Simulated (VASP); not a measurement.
# TiAl3 (I4/mmm) in VASP: further runs

The runs below take TiAl3 through single point, relaxation of shape and atoms at fixed volume, with PBE.

Program: VASP 6.6.1. These are calculated values, not measurements. Logs are shortened: lines on timing, memory, paths and dates and some standing lists are left out, and cuts for length are marked.

**1. The cell of the first run**

Symmetry: I4/mmm, No. 139, tetragonal system. The conventional cell has a = 3.845 Å, b = 3.845 Å, c = 8.623 Å, α = 90.00°, β = 90.00°, γ = 90.00°. Ti (site symmetry 4/mmm) has 12 Al at 2.72 to 2.89 Å within 3.6 Å. Within 3.6 Å of Al (site symmetry 4/mmm) lie 4 Ti at 2.72 Å and 8 Al at 2.89 Å. Al (site symmetry -4m2) has 8 Al at 2.72 to 2.89 Å and 4 Ti at 2.89 Å within 3.6 Å.

**2. Single point, PBE**

INCAR reads:

```
PREC = Accurate ; ENCUT = 520
EDIFF = 1E-7 ; ISMEAR = 0
SIGMA = 0.1 ; LREAL = F
LASPH = T ; NELM = 60
ALGO = Normal ; ISIF = 2
LWAVE = F ; LCHARG = F
GGA = PE ; NBANDS = 18
ISYM = 0
```

KPOINTS reads:

```
Automatic mesh
0
Gamma
  9 9 8
```

POSCAR reads:

```
TiAl3
1.0
    3.8453468584      0.0000000000      0.0000000000
    0.0000000000      3.8453468584      0.0000000000
    1.9226734292     -1.9226734292      4.3114047966
Ti Al
1 3
Direct
    0.0000000000      0.0000000000      0.0000000000
    0.5000000000      0.5000000000      0.0000000000
    0.2500000000      0.2500000000      0.5000000000
    0.7500000000      0.7500000000      0.5000000000
```

Potentials or basis: VASP PAW PBE potentials, release 64 (Ti_sv, Al).

The run is started by

```console
cat potpaw_PBE.64/Ti_sv/POTCAR potpaw_PBE.64/Al/POTCAR > POTCAR
mpirun -np 1 vasp_std > vasp.out
```

OUTCAR:

```text
PREC = Accurate
   ENCUT = 520
   EDIFF = 1E-7
   ISMEAR = 0
   LREAL = F
   LASPH = T
   NELM = 60
   ISIF = 2
   GGA = PE
   ISYM = 0

 ion  position               nearest neighbor table
   1  0.000  0.000  0.000-   2 2.72   2 2.72   2 2.72   2 2.72   4 2.89   3 2.89   4 2.89   3 2.89
                             3 2.89   4 2.89   3 2.89   4 2.89
   2  0.500  0.500  0.000-   1 2.72   1 2.72   1 2.72   1 2.72   4 2.89   3 2.89   4 2.89   3 2.89
                             4 2.89   3 2.89   4 2.89   3 2.89
   3  0.250  0.250  0.500-   4 2.72   4 2.72   4 2.72   4 2.72   2 2.89   2 2.89   1 2.89   1 2.89
                             2 2.89   2 2.89   1 2.89   1 2.89
   4  0.750  0.750  0.500-   3 2.72   3 2.72   3 2.72   3 2.72   2 2.89   2 2.89   1 2.89   1 2.89
                             1 2.89   1 2.89   2 2.89   2 2.89

IMPORTANT INFORMATION: All symmetrisations will be switched off!
NOSYMM: (Re-)initialisation of all symmetry stuff for point group C_1.

----------------------------------------------------------------------------------------

                                     Primitive cell

  volume of cell :      63.7514

  direct lattice vectors                    reciprocal lattice vectors
     3.845346858  0.000000000  0.000000000     0.260054564  0.000000000 -0.115971481
     0.000000000  3.845346858  0.000000000     0.000000000  0.260054564  0.115971481
     1.922673429 -1.922673429  4.311404797     0.000000000  0.000000000  0.231942962

  length of vectors
     3.845346858  3.845346858  5.097210762     0.284741568  0.284741568  0.231942962

  position of ions in fractional coordinates (direct lattice)
     0.000000000  0.000000000  0.000000000
     0.500000000  0.500000000  0.000000000
     0.250000000  0.250000000  0.500000000
     0.750000000  0.750000000  0.500000000

  ion indices of the primitive-cell ions
   primitive index   ion index
                 1           1
                 2           2
                 3           3
                 4           4

----------------------------------------------------------------------------------------

 KPOINTS: Automatic mesh

Automatic generation of k-mesh.
 Grid dimensions read from file:
 generate k-points for:    9    9    8

 Generating k-lattice:

  Cartesian coordinates                     Fractional coordinates (reciprocal lattice)
     0.028894952  0.000000000 -0.012885720     0.111111111  0.000000000 -0.000000000
     0.000000000  0.028894952  0.012885720     0.000000000  0.111111111  0.000000000
     0.000000000  0.000000000  0.028992870     0.000000000  0.000000000  0.125000000

  Length of vectors
     0.031637952  0.031637952  0.028992870

  Shift w.r.t. Gamma in fractional coordinates (k-lattice)
     0.000000000  0.000000000  0.000000000

 -----------------------------------------------------------------------------
|                                                                             |
|           W    W    AA    RRRRR   N    N  II  N    N   GGGG   !!!           |
|           W    W   A  A   R    R  NN   N  II  NN   N  G    G  !!!           |
|           W    W  A    A  R    R  N N  N  II  N N  N  G       !!!           |
|           W WW W  AAAAAA  RRRRR   N  N N  II  N  N N  G  GGG   !            |
|           WW  WW  A    A  R   R   N   NN  II  N   NN  G    G                |
|           W    W  A    A  R    R  N    N  II  N    N   GGGG   !!!           |
|                                                                             |
|     Your reciprocal lattice and k-lattice belong to different lattice       |
|     classes:                                                                |
|                                                                             |
|        The reciprocal lattice is body-centered tetragonal,                  |
|        whereas your k-lattice is base-centered monoclinic.                  |
|                                                                             |
|     Results are often still useful ...                                      |
|                                                                             |
 -----------------------------------------------------------------------------

 WARNING: IBZKPT: internal override: KBLOWUP is changed to .FALSE.
      ... skipping the blow-up phase ...

 Subroutine IBZKPT returns following result:
 ===========================================

 Found    325 irreducible k-points:

 Following reciprocal coordinates:
            Coordinates               Weight
  0.000000  0.000000  0.000000      1.000000
  0.111111  0.000000 -0.000000      2.000000
  0.222222  0.000000  0.000000      2.000000
  0.333333  0.000000  0.000000      2.000000
  0.444444  0.000000  0.000000      2.000000
  0.000000  0.111111  0.000000      2.000000
[... 16 lines left out ...]
 -0.111111  0.222222 -0.000000      2.000000
  0.000000  0.333333 -0.000000      2.000000
 [... further k-points ...]
   k-points           NKPTS =    325   k-points in BZ     NKDIM =    325   number of bands    NBANDS=     18
   number of dos      NEDOS =    301   number of ions     NIONS =      4
   total plane-waves  NPLWV =  36000
   dimension x,y,z NGX =    30 NGY =   30 NGZ =   40
   dimension x,y,z NGXF=    60 NGYF=   60 NGZF=   80
   ions per type =               1   3
   NGX,Y,Z   is equivalent  to a cutoff of  12.97, 12.97, 13.05 a.u.
   NGXF,Y,Z  is equivalent  to a cutoff of  25.94, 25.94, 26.09 a.u.
 SYSTEM =  unknown system
   PREC   = accura    normal or accurate (medium, high low for compatibility)
   ISTART =      0    job   : 0-new  1-cont  2-samecut
   ICHARG =      2    charge: 1-file 2-atom 10-const
   ISPIN  =      1    spin polarized calculation?
   LNONCOLLINEAR =      F non collinear calculations
   LSORBIT =      F    spin-orbit coupling
   LASPH  =      T    aspherical Exc in radial PAW
   ENCUT  =  520.0 eV  38.22 Ry    6.18 a.u.   7.15  7.15  9.48*2*pi/ulx,y,z
   NELM   =     60;   NELMIN=  2; NELMDL= -5     # of ELM steps
   EDIFF  = 0.1E-06   stopping-criterion for ELM
   LREAL  =      F    real-space projection
   EDIFFG = 0.1E-05   stopping-criterion for IOM
   NSW    =      0    number of steps for IOM
   IBRION =     -1    ionic relax: 0-MD 1-quasi-New 2-CG
   NFREE  =      0    steps in history (QN), initial steepest desc. (CG)
   ISIF   =      2    stress and relaxation
   ISYM   =      0    0-nonsym 1-usesym 2-fastsym
   POTIM  = 0.5000    time-step for ionic-motion
   TEBEG  =    0.0;   TEEND  =   0.0 temperature during run
   PSTRESS=    0.0 pullay stress
   NELECT =      21.0000    total number of electrons
   NUPDOWN=      -1.0000    fix difference up-down
   EMIN   =  10.00;   EMAX   =-10.00  energy-range for DOS
   EFERMI =   0.00;   METHOD = LEGACY
   ISMEAR =     0;   SIGMA  =   0.10  broadening in eV -4-tet -1-fermi 0-gaus
   EFERMI_NEDOS =   21; number of points for ismear=-14 and -15
   IALGO  =     38    algorithm
   IMIX   =      4    mixing-type and parameters
     AMIX     =   0.40;   BMIX     =  1.00
     AMIX_MAG =   1.60;   BMIX_MAG =  1.00
  volume/ion in A,a.u.               =      15.94       107.55
  Fermi-wavevector in a.u.,A,eV,Ry     =   1.130623  2.136568 17.392455  1.278309
  Thomas-Fermi vector in A             =   2.267320
   LORBIT       =      0    0 simple, 1 ext, 2 COOP (PROOUT), +10 PAW based schemes
   GGA     = PE    functional components
   LHFCALC =     F    Hartree Fock is set to
   AEXX    =    0.0000 exact exchange contribution
   IVDW    =     0    specifies the selected vdW correction
   LEPSILON=     F    determine dielectric tensor
   LRPA    =     F    only Hartree local field effects (RPA)
 non-spin polarized calculation
 Gauss-broadening in eV      SIGMA  =   0.10
  energy-cutoff  :      520.00
  volume of cell :       63.75
 maximum number of plane-waves:      1737
 NGX is ok and might be reduce to    30
   NGX = 15   NGY = 15   NGZ = 19

 number of electron      21.0000000 magnetization

 Free energy of the ion-electron system (eV)
  ---------------------------------------------------
  ext. energy  EPLUGINS =         0.00000000
  ---------------------------------------------------
  free energy    TOTEN  =       -20.66455149 eV

  energy without entropy =      -20.65562668  energy(sigma->0) =      -20.66008908

 E-fermi :   8.1799     XC(G=0): -10.7175

 val. band max:        8.1771828529   @ k =  -0.1111   0.1111   0.0000
 cond. band min:       8.1818805059   @ k =  -0.1111   0.2222   0.5000
 fundamental gap:      0.0046976530
 Fermi energy:         8.1798913351

 k-point     1 :       0.0000    0.0000    0.0000
  band No.  band energies     occupation
      1     -48.3287      2.00000
      2     -24.6396      2.00000
      3     -24.6391      2.00000
      4     -24.5655      2.00000
      5      -1.8581      2.00000
      6       5.3144      2.00000
[... 10 lines left out ...]
     17      11.9089      0.00000
     18      11.9090      0.00000

 k-point     2 :       0.1111    0.0000   -0.0000
  band No.  band energies     occupation
      1     -48.3285      2.00000
      2     -24.6424      2.00000
      3     -24.6391      2.00000
      4     -24.5654      2.00000
      5      -1.7059      2.00000
      6       4.7978      2.00000
[... 10 lines left out ...]
     17      11.9659      0.00000
     18      12.7286      0.00000

 k-point     3 :       0.2222    0.0000    0.0000
  band No.  band energies     occupation
      1     -48.3282      2.00000
      2     -24.6500      2.00000
      3     -24.6386      2.00000
      4     -24.5650      2.00000
      5      -1.2547      2.00000
      6       4.1376      2.00000
[... 412 lines left out ...]
 k-point    23 :      -0.1111    0.2222   -0.0000
  band No.  band energies     occupation
      1     -48.3280      2.00000
      2     -24.6498      2.00000
      3     -24.6415      2.00000
      4     -24.5651      2.00000
      5      -1.0111      2.00000
      6       3.7534      2.00000
[... 10 lines left out ...]
     17      12.7226      0.00000
     18      13.6042      0.00000

 k-point    24 :       0.0000    0.3333   -0.0000
  band No.  band energies     occupation
      1     -48.3278      2.00000
      2     -24.6586      2.00000
      3     -24.6381      2.00000
      4     -24.5646      2.00000
      5      -0.5213      2.00000
      6       3.0161      2.00000
[... 10 lines left out ...]
     17      12.9815      0.00000
     18      13.5286      0.00000

 [... further k-points ...]

------------------------ aborting loop because EDIFF is reached ----------------------------------------

  FORCE on cell =-STRESS in cart. coord.  units (eV):
  Direction    XX          YY          ZZ          XY          YZ          ZX
  --------------------------------------------------------------------------------------
  -------------------------------------------------------------------------------------
  Total       -0.0197281     -0.0197291      0.0051897      0.0018667      0.0271942     -0.0271904
  in kB       -0.4957997     -0.4958238      0.1304263      0.0469132      0.6834337     -0.6833395
  external PRESSURE =      -0.2870657 kB  Pullay stress =       0.0000000 kB

 VOLUME and BASIS-vectors are now :
 -----------------------------------------------------------------------------
  energy-cutoff  :      520.00
  volume of cell :       63.75
      direct lattice vectors                 reciprocal lattice vectors
     3.845346858  0.000000000  0.000000000     0.260054564  0.000000000 -0.115971481
     0.000000000  3.845346858  0.000000000     0.000000000  0.260054564  0.115971481
     1.922673429 -1.922673429  4.311404797     0.000000000  0.000000000  0.231942962

 POSITION                                       TOTAL-FORCE (eV/Angst)
 -----------------------------------------------------------------------------------
      0.00000      0.00000      0.00000         0.000000      0.000000      0.000000
      1.92267      1.92267      0.00000        -0.000000     -0.000000      0.000000
      1.92267      0.00000      2.15570         0.002270      0.002270     -0.000000
      3.84535      1.92267      2.15570        -0.002270     -0.002270     -0.000000
 -----------------------------------------------------------------------------------
    total drift:                               -0.000000     -0.000000      0.000000

  FREE ENERGIE OF THE ION-ELECTRON SYSTEM (eV)
  ---------------------------------------------------
  free  energy   TOTEN  =       -20.6645514911 eV

  energy  without entropy=      -20.6556266785  energy(sigma->0) =      -20.66008908
```

It took 3.9 min on 1 thread of Intel Xeon 6975P-C (Granite Rapids), shared host; peak memory 0.44 GiB.

What came out:

| Item | Value |
| --- | --- |
| Free energy | -20.6646 eV |
| Pressure | 0.0 GPa |
| Largest force | 0.003 eV/Å |
| Band gap on the k mesh | zero (an odd number of electrons rules out a gap without spin polarisation) |

Forces in eV/Å, atoms in the order of the input:
```
Ti   0.000  0.000  0.000
Al   0.000  0.000  0.000
Al   0.002  0.002  0.000
Al  -0.002 -0.002  0.000
```

Stress tensor (GPa, compression positive):
```
-0.05  0.00 -0.07
 0.00 -0.05  0.07
-0.07  0.07  0.01
```

**3. Relaxation of shape and atoms at fixed volume, PBE (16.89 Å³/atom)**

This run uses another cell than the first one, of 16.89 Å³/atom.

INCAR reads:

```
ALGO = Fast
EDIFF = 1E-6
EDIFFG = -0.01
ENCUT = 600
GGA = PE
IBRION = 2
ISIF = 4
ISMEAR = 0
LASPH = T
LCHARG = F
LREAL = F
LWAVE = F
NELM = 60
NSW = 50
PREC = Accurate
SIGMA = 0.1
```

KPOINTS reads:

```
k-points
0
Gamma
  16 16 16
```

POSCAR reads:

```
TiAl3
1.0
   -1.9603824818      1.9603824818      4.3959636133
    1.9603824818     -1.9603824818      4.3959636133
    1.9603824818      1.9603824818     -4.3959636133
Ti Al
1 3
Direct
    0.0000000000      0.0000000000      0.0000000000
    0.5000000000      0.5000000000      0.0000000000
    0.7500000000      0.2500000000      0.5000000000
    0.2500000000      0.7500000000      0.5000000000
```

Potentials or basis: VASP PAW PBE potentials, release 64 (Ti_sv, Al).

The run is started by

```console
cat potpaw_PBE.64/Ti_sv/POTCAR potpaw_PBE.64/Al/POTCAR > POTCAR
mpirun -np 1 vasp_std > vasp.out
```

OUTCAR:

```text
EDIFF = 1E-6
   EDIFFG = -0.01
   ENCUT = 600
   GGA = PE
   IBRION = 2
   ISIF = 4
   ISMEAR = 0
   LASPH = T
   LREAL = F
   NELM = 60
   NSW = 50
   PREC = Accurate

 ion  position               nearest neighbor table
   1  0.000  0.000  0.000-   2 2.77   2 2.77   2 2.77   2 2.77   4 2.95   3 2.95   4 2.95   4 2.95
                             3 2.95   3 2.95   4 2.95   3 2.95
   2  0.500  0.500  0.000-   1 2.77   1 2.77   1 2.77   1 2.77   4 2.95   3 2.95   4 2.95   3 2.95
                             4 2.95   4 2.95   3 2.95   3 2.95
   3  0.750  0.250  0.500-   4 2.77   4 2.77   4 2.77   4 2.77   2 2.95   1 2.95   2 2.95   1 2.95
                             2 2.95   2 2.95   1 2.95   1 2.95
   4  0.250  0.750  0.500-   3 2.77   3 2.77   3 2.77   3 2.77   2 2.95   1 2.95   2 2.95   2 2.95
                             1 2.95   1 2.95   2 2.95   1 2.95

  LATTYP: Found a body centered tetragonal cell.
 ALAT       =     3.9207649636
 C/A-ratio  =     2.2424009876

  Lattice vectors:

 A1 = (  -1.9603824818,   1.9603824818,   4.3959636133)
 A2 = (   1.9603824818,  -1.9603824818,   4.3959636133)
 A3 = (   1.9603824818,   1.9603824818,  -4.3959636133)

Analysis of symmetry for initial positions (statically):
=====================================================================
[... 629 lines left out ...]
      3     -25.3643      2.00000
      4     -25.2873      2.00000
      5      -2.0479      2.00000
      6       4.8380      2.00000
      7       5.0282      2.00000
      8       6.1827      2.00000
      9       6.2460      2.00000
     10       6.4325      2.00000
     11       8.0089      0.00000
     12       9.2945      0.00000
     13       9.3187      0.00000
     14       9.6418      0.00000

 [... further k-points ...]

------------------------ aborting loop because EDIFF is reached ----------------------------------------

  FORCE on cell =-STRESS in cart. coord.  units (eV):
  Direction    XX          YY          ZZ          XY          YZ          ZX
  --------------------------------------------------------------------------------------
  -------------------------------------------------------------------------------------
  Total       -2.3283233     -2.3283233     -2.2986971      0.0000000      0.0000000      0.0000000
  in kB      -55.2024257    -55.2024257    -54.5000156      0.0000000      0.0000000      0.0000000
  external PRESSURE =     -54.9682890 kB  Pullay stress =       0.0000000 kB

 VOLUME and BASIS-vectors are now :
 -----------------------------------------------------------------------------
  energy-cutoff  :      600.00
  volume of cell :       67.58
      direct lattice vectors                 reciprocal lattice vectors
    -1.959373416  1.959373416  4.400492570     0.000000000  0.255183619  0.113623644
     1.959373416 -1.959373416  4.400492570     0.255183619  0.000000000  0.113623644
     1.959373416  1.959373416 -4.400492570     0.255183619  0.255183619  0.000000000

 POSITION                                       TOTAL-FORCE (eV/Angst)
 -----------------------------------------------------------------------------------
      1.95937      1.95937      4.40049        -0.000000     -0.000000      0.000000
      1.95937      1.95937      0.00000        -0.000000     -0.000000      0.000000
     -0.00000      1.95937      2.20025         0.000000      0.000000      0.000000
      1.95937     -0.00000      2.20025        -0.000000     -0.000000     -0.000000
 -----------------------------------------------------------------------------------
    total drift:                               -0.000000     -0.000000      0.000000

  FREE ENERGIE OF THE ION-ELECTRON SYSTEM (eV)
  ---------------------------------------------------
  free  energy   TOTEN  =       -20.5971449113 eV

  energy  without entropy=      -20.5879519137  energy(sigma->0) =      -20.59254841

 reached required accuracy - stopping structural energy minimisation
```

CONTCAR:

```text
TiAl3
   1.00000000000000
    -1.9593734159420948    1.9593734159420948    4.4004925703314033
     1.9593734159420948   -1.9593734159420948    4.4004925703314033
     1.9593734159420948    1.9593734159420948   -4.4004925703314033
  Ti              Al
     1     3
Direct
     1.0000000000000000    1.0000000000000000    1.0000000000000000
     0.5000000000000000    0.5000000000000000    1.0000000000000000
     0.7500000000000000    0.2500000000000000    0.5000000000000000
     0.2500000000000000    0.7500000000000000    0.5000000000000000

  0.00000000E+00  0.00000000E+00  0.00000000E+00
  0.00000000E+00  0.00000000E+00  0.00000000E+00
  0.00000000E+00  0.00000000E+00  0.00000000E+00
  0.00000000E+00  0.00000000E+00  0.00000000E+00
```

Wall time 39 min (1 thread of Intel Xeon Platinum 8259CL at 2.50GHz (Skylake/Cascade Lake), shared host); peak memory 0.6 GiB.

What came out:

```yaml
Free_energy: -20.5971 eV
Energy_gained_by_relaxing: 0.0 meV/atom
Ionic_steps: 2
Pressure_after_relaxing: -5.5 GPa
Band_gap_on_the_k_mesh: zero (an odd number of electrons rules out a gap without spin polarisation)
```

Final structure:
```yaml
crystal:
  lattice:
    - [-1.95937, 1.95937, 4.40049]
    - [1.95937, -1.95937, 4.40049]
    - [1.95937, 1.95937, -4.40049]
  atoms:
    - { symbol: Ti, position: [0.00000, 0.00000, 0.00000] }
    - { symbol: Al, position: [0.50000, 0.50000, 0.00000] }
    - { symbol: Al, position: [0.75000, 0.25000, 0.50000] }
    - { symbol: Al, position: [0.25000, 0.75000, 0.50000] }
```

(Continued in part 2 of 2.)
